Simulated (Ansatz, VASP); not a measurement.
One calculation of Ta, two programs

POSCAR

```
Ta
1.0
   -1.6533592789      1.6533592789      1.6533592789
    1.6533592789     -1.6533592789      1.6533592789
    1.6533592789      1.6533592789     -1.6533592789
Ta
1
Direct
    0.0000000000      0.0000000000      0.0000000000
```

INCAR.step1

```
SYSTEM = Ta
ALGO = Normal ; EDIFF = 1E-4
ENCUT = 520 ; GGA = PE
ISMEAR = -1 ; LASPH = .TRUE.
LCHARG = .FALSE. ; LREAL = .FALSE.
LWAVE = .TRUE. ; NBANDS = 12
NELM = 60 ; PREC = Accurate
SIGMA = 0.3
```

INCAR.step2

```
SYSTEM = Ta
ALGO = Normal ; EDIFF = 1E-6
ENCUT = 520 ; ISIF = 2
ISMEAR = -1 ; ISTART = 1
LASPH = .TRUE. ; LCHARG = .FALSE.
LMIXTAU = .TRUE. ; LREAL = .FALSE.
LWAVE = .FALSE. ; METAGGA = R2SCAN
NBANDS = 12 ; NELM = 60
PREC = Accurate ; SIGMA = 0.3
```

KPOINTS

```
k-points
0
G
  13 13 13
  0 0 0
```

Input for Ansatz:

```yaml
crystal:
  lattice:
    - [-1.6533592789, 1.6533592789, 1.6533592789]
    - [1.6533592789, -1.6533592789, 1.6533592789]
    - [1.6533592789, 1.6533592789, -1.6533592789]
  atoms:
    - { symbol: Ta, position: [0.0, 0.0, 0.0] }
hamiltonian:
  xc: r2scan
  pseudopotentials:
    kind: paw
    azcp:
      Ta: "pseudopotentials/Ta.paw.azcp"
basis:
  ecutwfc: 500
  fft_grid_basis: typed
kpoints:
  mp_grid: { grid: [13, 13, 13], shift: [0, 0, 0] }
magnetization:
  spin_polarized: false
scf:
  occupations: { method: fermi_dirac, width: 0.3 }
  lower_state_search: "off"
output:
  stress: true
```

Alike in both runs: task single point; functional r2SCAN; k mesh 13 × 13 × 13; occupations fermi-dirac, width 0.3 eV; no spin polarisation.

```csv
,VASP,Ansatz
version,VASP 6.6.1,Ansatz 0.2.0
potentials or method,"VASP PAW PBE potentials, release 64 (Ta_pv), cutoff 520 eV","plane waves (500 eV) with PAW, scalar-relativistic"
valence electrons in the cell,11,13
```

```csv
,VASP,Ansatz,Ansatz less VASP
pressure (GPa),1.8,1.2,-0.65
```

VASP's potentials were made for PBE, not for r2SCAN. With one functional, cell and mesh, what is left measures potentials, basis and numerics. VASP's potentials hold 11 valence electrons a cell and Ansatz's 13, so a difference there can come from the potentials and not from the codes.

Spin-orbit coupling is off throughout.
